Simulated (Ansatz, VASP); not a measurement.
**Mg2O in VASP and in Ansatz**

File INCAR:

```
ALGO     = Normal         # electronic algorithm
EDIFF    = 1E-7           # SCF threshold, eV
EDIFFG   = -0.08          # ionic threshold
ENCUT    = 600            # plane-wave cutoff, eV
GGA      = PE             # functional
GGA_COMPAT= False        
IBRION   = 2              # ionic algorithm
ISIF     = 3              # what is computed and relaxed
ISMEAR   = 0              # smearing method
LASPH    = True           # aspherical terms in the spheres
LCHARG   = False          # write CHGCAR
LREAL    = False          # projectors in reciprocal space
LWAVE    = False          # write WAVECAR
NELM     = 120            # most SCF steps
NELMIN   = 4            
NSW      = 36             # ionic steps
PREC     = Accurate       # precision mode
SIGMA    = 0.2            # smearing width, eV
```

KPOINTS

```
k-points
0
Gamma
  4 4 4
```

File POSCAR:

```
Mg2O
1.0
   -2.8694689200      2.8694689200      2.3864500200
    2.8694689200     -2.8694689200      2.3864500200
    2.8694689200      2.8694689200     -2.3864500200
Mg O
4 2
Direct
    0.6661000000      0.1661000000      0.8321999900
    0.1661000000      0.3339000000      0.5000000000
    0.3339000000      0.8339000000      0.1678000100
    0.8339000000      0.6661000000      0.5000000000
    0.2500000000      0.2500000000      0.0000000000
    0.7500000000      0.7500000000      0.0000000000
```

Input for Ansatz:

```yaml
crystal:
  lattice:
    - [-2.86946892, 2.86946892, 2.38645002]
    - [2.86946892, -2.86946892, 2.38645002]
    - [2.86946892, 2.86946892, -2.38645002]
  atoms:
    - { symbol: Mg, position: [0.6661, 0.1661, 0.83219999] }
    - { symbol: Mg, position: [0.1661, 0.3339, 0.5] }
    - { symbol: Mg, position: [0.3339, 0.8339, 0.16780001] }
    - { symbol: Mg, position: [0.8339, 0.6661, 0.5] }
    - { symbol: O, position: [0.25, 0.25, 0.0] }
    - { symbol: O, position: [0.75, 0.75, 0.0] }
basis:
  ecutwfc: 420
kpoints:
  mp_grid: { grid: [4, 4, 4] }
hamiltonian:
  xc: pbe
scf:
  occupations: { method: gaussian, width: 0.2 }
  lower_state_search: "off"
output:
  forces: true
  stress: true
  eigenvalues: true
relax:
  adjacent_minimum: "off"
  f_tol: 0.08
  max_steps: 16
  cell: { stress_tol: 0.8 }
```

Change from the starting cell: species swapped into the Fe2B type (I4/mcm, No. 140).

Alike in both runs: task relaxation of cell and atoms; functional PBE; k mesh 4 × 4 × 4; occupations gaussian, width 0.2 eV; no spin polarisation.

|  | VASP | Ansatz |
| --- | --- | --- |
| version | VASP 6.6.1 | Ansatz 0.2.0 |
| potentials or method | VASP PAW PBE potentials, release 64 (Mg, O), cutoff 600 eV | scalar-relativistic, plane waves, PAW |
| valence electrons in the cell | 20 | 52 |

Ansatz gave:

```
gap on the k mesh at the Fermi level, each at its own relaxed structure (eV) : none
relaxed volume (Å³/atom)                                                     : 13.85
relaxed cell length with the largest relative difference (Å)                 : 4.765
```

Question: What did VASP give for the same quantities?

Answer: gap on the k mesh at the Fermi level, each at its own relaxed structure (eV): none; relaxed volume (Å³/atom): 13.68; relaxed cell length with the largest relative difference (Å): 4.745.

A gap of «none» marks a metal or a gap that the smearing closes. VASP's potentials hold 20 valence electrons a cell and Ansatz's 52, so a difference there can come from the potentials and not from the codes.

The k mesh is coarse, so the values compare programs but aren't converged.
